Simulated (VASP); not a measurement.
# BN (P6_3/mmc) in VASP: further runs

The runs below take BN through single point, with PBEsol.

Program: VASP 6.6.1. These are calculated values, not measurements. Logs are shortened: lines on timing, memory, paths and dates and some standing lists are left out, and cuts for length are marked.

## 1. The cell of the first run

Symmetry: P6_3/mmc, No. 194, hexagonal system. The conventional cell has a = 2.567 Å, b = 2.567 Å, c = 6.495 Å, α = 90.00°, β = 90.00°, γ = 120.00°. B (site symmetry -6m2) has 3 N at 1.48 Å within 2.0 Å. N (site symmetry -6m2) has 3 B at 1.48 Å within 2.0 Å.

## 2. Single point, PBEsol (strain +0.025 along x and y, -0.025 along z)

INCAR reads:

```
ALGO = Normal
EDIFF = 1E-6
ENCUT = 520
GGA = PS
ISIF = 2
ISMEAR = 0
LASPH = True
LCHARG = True
LELF = True
LREAL = False
LVHAR = True
LWAVE = False
NBANDS = 16
NELM = 100
PREC = Accurate
SIGMA = 0.05
```

KPOINTS reads:

```
k-points
0
Gamma
  12 12 4
```

POSCAR reads:

```
BN
1.0
    2.5665914969      0.0000000000      0.0000000000
   -1.2832957485      2.2227334374      0.0000000000
    0.0000000000      0.0000000000      6.4946700000
B N
2 2
Direct
    0.3333333333      0.6666666667      0.2500000000
    0.6666666667      0.3333333333      0.7500000000
    0.3333333333      0.6666666667      0.7500000000
    0.6666666667      0.3333333333      0.2500000000
```

Potentials or basis: VASP PAW PBE potentials, release 64 (B, N).

The run is started by

```bash
$ cat potpaw_PBE.64/B/POTCAR potpaw_PBE.64/N/POTCAR > POTCAR
$ mpirun -np 1 vasp_std > vasp.out
```

OUTCAR:

```text
EDIFF = 1E-6
   ENCUT = 520
   GGA = PS
   ISIF = 2
   ISMEAR = 0
   LASPH = True
   LREAL = False
   NELM = 100
   PREC = Accurate

 ion  position               nearest neighbor table
   1  0.333  0.667  0.250-   4 1.48   4 1.48   4 1.48
   2  0.667  0.333  0.750-   3 1.48   3 1.48   3 1.48
   3  0.333  0.667  0.750-   2 1.48   2 1.48   2 1.48
   4  0.667  0.333  0.250-   1 1.48   1 1.48   1 1.48

  LATTYP: Found a hexagonal cell.
 ALAT       =     2.5665914969
 C/A-ratio  =     2.5304650186

  Lattice vectors:

 A1 = (   2.5665914969,   0.0000000000,   0.0000000000)
 A2 = (  -1.2832957485,   2.2227334374,   0.0000000000)
 A3 = (   0.0000000000,   0.0000000000,   6.4946700000)

Analysis of symmetry for initial positions (statically):
=====================================================================
 Subroutine PRICEL returns:
 Original cell was already a primitive cell.

 Routine SETGRP: Setting up the symmetry group for a
 hexagonal supercell.

 Subroutine GETGRP returns: Found 24 space group operations
 (whereof 12 operations were pure point group operations)
 out of a pool of 24 trial point group operations.

The static configuration has the point symmetry D_3d.
 The point group associated with its full space group is D_6h.

Analysis of symmetry for dynamics (positions and initial velocities):
=====================================================================
 Subroutine PRICEL returns:
 Original cell was already a primitive cell.

 Routine SETGRP: Setting up the symmetry group for a
 hexagonal supercell.

 Subroutine GETGRP returns: Found 24 space group operations
 (whereof 12 operations were pure point group operations)
 out of a pool of 24 trial point group operations.

The dynamic configuration has the point symmetry D_3d.
 The point group associated with its full space group is D_6h.

 Subroutine INISYM returns: Found 24 space group operations
 (whereof 12 operations are pure point group operations),
 and found     1 'primitive' translations

----------------------------------------------------------------------------------------

                                     Primitive cell

  volume of cell :      37.0511

  direct lattice vectors                    reciprocal lattice vectors
     2.566591497  0.000000000  0.000000000     0.389621800  0.224948251  0.000000000
    -1.283295749  2.222733437  0.000000000     0.000000000  0.449896503  0.000000000
     0.000000000  0.000000000  6.494670000     0.000000000  0.000000000  0.153972411

  length of vectors
     2.566591497  2.566591497  6.494670000     0.449896503  0.449896503  0.153972411

  position of ions in fractional coordinates (direct lattice)
     0.333333333  0.666666667  0.250000000
     0.666666667  0.333333333  0.750000000
     0.333333333  0.666666667  0.750000000
     0.666666667  0.333333333  0.250000000

  ion indices of the primitive-cell ions
   primitive index   ion index
                 1           1
                 2           2
                 3           3
                 4           4

----------------------------------------------------------------------------------------

 KPOINTS: k-points

Automatic generation of k-mesh.
 Grid dimensions read from file:
 generate k-points for:   12   12    4

 Generating k-lattice:

  Cartesian coordinates                     Fractional coordinates (reciprocal lattice)
     0.032468483  0.018745688  0.000000000     0.083333333 -0.000000000  0.000000000
     0.000000000  0.037491375  0.000000000     0.000000000  0.083333333  0.000000000
     0.000000000  0.000000000  0.038493103     0.000000000  0.000000000  0.250000000

  Length of vectors
     0.037491375  0.037491375  0.038493103

  Shift w.r.t. Gamma in fractional coordinates (k-lattice)
     0.000000000  0.000000000  0.000000000

 Subroutine IBZKPT returns following result:
 ===========================================

 Found     57 irreducible k-points:

 Following reciprocal coordinates:
            Coordinates               Weight
  0.000000  0.000000  0.000000      1.000000
  0.083333  0.000000  0.000000      6.000000
  0.166667  0.000000  0.000000      6.000000
  0.250000  0.000000  0.000000      6.000000
  0.333333  0.000000  0.000000      6.000000
  0.416667  0.000000  0.000000      6.000000
[... 16 lines left out ...]
  0.250000  0.000000  0.250000     12.000000
  0.333333  0.000000  0.250000     12.000000
 [... further k-points ...]
   k-points           NKPTS =     57   k-points in BZ     NKDIM =     57   number of bands    NBANDS=     16
   number of dos      NEDOS =    301   number of ions     NIONS =      4
   total plane-waves  NPLWV =  19200
   dimension x,y,z NGX =    20 NGY =   20 NGZ =   48
   dimension x,y,z NGXF=    40 NGYF=   40 NGZF=   96
   ions per type =               2   2
   NGX,Y,Z   is equivalent  to a cutoff of  12.95, 12.95, 12.29 a.u.
   NGXF,Y,Z  is equivalent  to a cutoff of  25.91, 25.91, 24.57 a.u.
 SYSTEM =  unknown system
   PREC   = accura    normal or accurate (medium, high low for compatibility)
   ISTART =      0    job   : 0-new  1-cont  2-samecut
   ICHARG =      2    charge: 1-file 2-atom 10-const
   ISPIN  =      1    spin polarized calculation?
   LNONCOLLINEAR =      F non collinear calculations
   LSORBIT =      F    spin-orbit coupling
   LASPH  =      T    aspherical Exc in radial PAW
   ENCUT  =  520.0 eV  38.22 Ry    6.18 a.u.   4.77  4.77 12.08*2*pi/ulx,y,z
   NELM   =    100;   NELMIN=  2; NELMDL= -5     # of ELM steps
   EDIFF  = 0.1E-05   stopping-criterion for ELM
   LREAL  =      F    real-space projection
   EDIFFG = 0.1E-04   stopping-criterion for IOM
   NSW    =      0    number of steps for IOM
   IBRION =     -1    ionic relax: 0-MD 1-quasi-New 2-CG
   NFREE  =      0    steps in history (QN), initial steepest desc. (CG)
   ISIF   =      2    stress and relaxation
   ISYM   =      2    0-nonsym 1-usesym 2-fastsym
   POTIM  = 0.5000    time-step for ionic-motion
   TEBEG  =    0.0;   TEEND  =   0.0 temperature during run
   PSTRESS=    0.0 pullay stress
   NELECT =      16.0000    total number of electrons
   NUPDOWN=      -1.0000    fix difference up-down
   EMIN   =  10.00;   EMAX   =-10.00  energy-range for DOS
   EFERMI =   0.00;   METHOD = LEGACY
   ISMEAR =     0;   SIGMA  =   0.05  broadening in eV -4-tet -1-fermi 0-gaus
   EFERMI_NEDOS =   21; number of points for ismear=-14 and -15
   IALGO  =     38    algorithm
   IMIX   =      4    mixing-type and parameters
     AMIX     =   0.40;   BMIX     =  1.00
     AMIX_MAG =   1.60;   BMIX_MAG =  1.00
  volume/ion in A,a.u.               =       9.26        62.51
  Fermi-wavevector in a.u.,A,eV,Ry     =   1.237412  2.338370 20.833093  1.531189
  Thomas-Fermi vector in A             =   2.371980
   LORBIT       =      0    0 simple, 1 ext, 2 COOP (PROOUT), +10 PAW based schemes
   GGA     = PS    functional components
   LHFCALC =     F    Hartree Fock is set to
   AEXX    =    0.0000 exact exchange contribution
   IVDW    =     0    specifies the selected vdW correction
   LEPSILON=     F    determine dielectric tensor
   LRPA    =     F    only Hartree local field effects (RPA)
 non-spin polarized calculation
 Gauss-broadening in eV      SIGMA  =   0.05
  energy-cutoff  :      520.00
  volume of cell :       37.05
 maximum number of plane-waves:      1012
 NGX is ok and might be reduce to    20
   NGX =  9   NGY =  9   NGZ = 25

 number of electron      16.0000002 magnetization

 Free energy of the ion-electron system (eV)
  ---------------------------------------------------
  ext. energy  EPLUGINS =         0.00000000
  ---------------------------------------------------
  free energy    TOTEN  =       -36.42720932 eV

  energy without entropy =      -36.42720932  energy(sigma->0) =      -36.42720932

 E-fermi :   2.3430     XC(G=0): -10.2964

 val. band max:        2.0976700365   @ k =   0.3333   0.2500   0.0000
 cond. band min:       6.0799394725   @ k =   0.5000   0.0000   0.0000
 fundamental gap:      3.9822694360
 Fermi energy:         2.3429810205

 k-point     1 :       0.0000    0.0000    0.0000
  band No.  band energies     occupation
      1     -15.3007      2.00000
      2     -14.9334      2.00000
      3      -3.9871      2.00000
      4      -1.5114      2.00000
      5       0.6676      2.00000
      6       0.6676      2.00000
[... 8 lines left out ...]
     15      13.1321      0.00000
     16      14.2154      0.00000

 k-point     2 :       0.0833    0.0000    0.0000
  band No.  band energies     occupation
      1     -15.1709      2.00000
      2     -14.8092      2.00000
      3      -3.8098      2.00000
      4      -1.3561      2.00000
      5       0.1230      2.00000
      6       0.1724      2.00000
[... 8 lines left out ...]
     15      13.7288      0.00000
     16      13.7417      0.00000

 k-point     3 :       0.1667    0.0000    0.0000
  band No.  band energies     occupation
      1     -14.7887      2.00000
      2     -14.4440      2.00000
      3      -3.2842      2.00000
      4      -1.2499      2.00000
      5      -1.1896      2.00000
      6      -0.9005      2.00000
[... 8 lines left out ...]
     15      15.0004      0.00000
     16      15.1492      0.00000

 k-point     4 :       0.2500    0.0000    0.0000
  band No.  band energies     occupation
      1     -14.1806      2.00000
      2     -13.8662      2.00000
      3      -2.9811      2.00000
      4      -2.8936      2.00000
      5      -2.4340      2.00000
      6      -0.8601      2.00000
[... 8 lines left out ...]
     15      17.1183      0.00000
     16      17.2589      0.00000
[... 324 lines left out ...]
 k-point    22 :       0.1667    0.0000    0.2500
  band No.  band energies     occupation
      1     -14.7413      2.00000
      2     -14.4978      2.00000
      3      -3.0024      2.00000
      4      -1.4204      2.00000
      5      -1.2305      2.00000
      6      -1.1137      2.00000
[... 8 lines left out ...]
     15      15.0212      0.00000
     16      15.1262      0.00000

 k-point    23 :       0.2500    0.0000    0.2500
  band No.  band energies     occupation
      1     -14.1371      2.00000
      2     -13.9149      2.00000
      3      -2.9883      2.00000
      4      -2.9158      2.00000
      5      -2.1352      2.00000
      6      -0.8485      2.00000
[... 8 lines left out ...]
     15      17.1366      0.00000
     16      17.2359      0.00000

 k-point    24 :       0.3333    0.0000    0.2500
  band No.  band energies     occupation
      1     -13.3749      2.00000
      2     -13.1878      2.00000
      3      -4.6808      2.00000
      4      -4.6009      2.00000
      5      -1.4397      2.00000
      6      -1.3787      2.00000
[... 8 lines left out ...]
     15      18.0980      0.00000
     16      19.4745      0.00000

 [... further k-points ...]
[... 5 lines left out ...]
  --------------------------------------------------------------------------------------
  -------------------------------------------------------------------------------------
  Total       -5.4923578     -5.4923578      0.2678676      0.0000000      0.0000000      0.0000000
  in kB     -237.5024979   -237.5024978     11.5832244      0.0000000      0.0000000      0.0000000
  external PRESSURE =    -154.4739238 kB  Pullay stress =       0.0000000 kB

 VOLUME and BASIS-vectors are now :
 -----------------------------------------------------------------------------
  energy-cutoff  :      520.00
  volume of cell :       37.05
      direct lattice vectors                 reciprocal lattice vectors
     2.566591497  0.000000000  0.000000000     0.389621800  0.224948251  0.000000000
    -1.283295749  2.222733437  0.000000000     0.000000000  0.449896503  0.000000000
     0.000000000  0.000000000  6.494670000     0.000000000  0.000000000  0.153972411

 POSITION                                       TOTAL-FORCE (eV/Angst)
 -----------------------------------------------------------------------------------
     -0.00000      1.48182      1.62367         0.000000      0.000000      0.000000
      1.28330      0.74091      4.87100         0.000000      0.000000      0.000000
     -0.00000      1.48182      4.87100        -0.000000     -0.000000      0.000000
      1.28330      0.74091      1.62367        -0.000000      0.000000      0.000000
 -----------------------------------------------------------------------------------
    total drift:                               -0.000000      0.000000      0.000000

  FREE ENERGIE OF THE ION-ELECTRON SYSTEM (eV)
  ---------------------------------------------------
  free  energy   TOTEN  =       -36.4272093241 eV

  energy  without entropy=      -36.4272093241  energy(sigma->0) =      -36.42720932
```

It took 12 s on 1 thread of Intel Xeon 6975P-C (Granite Rapids), shared host; peak memory 0.15 GiB.

Results:

```yaml
Free_energy: -36.4272 eV
Pressure: -15.4 GPa
Band_gap_on_the_k_mesh: 3.98 eV, indirect (least direct gap 4.33 eV)
```

Stress tensor (GPa, compression positive):
```
-23.75   0.00   0.00
  0.00 -23.75   0.00
  0.00   0.00   1.16
```

Caveat: the cell differs from its parent crystal (strain +0.025 along x and y, -0.025 along z); the PAW data sets were made with another functional, which shifts forces and pressure a little; this functional lacks dispersion, which binds the layers, so the pressure and a relaxed spacing across them are unreliable. A k mesh can miss the band edges.

[end of part 1 of 2]
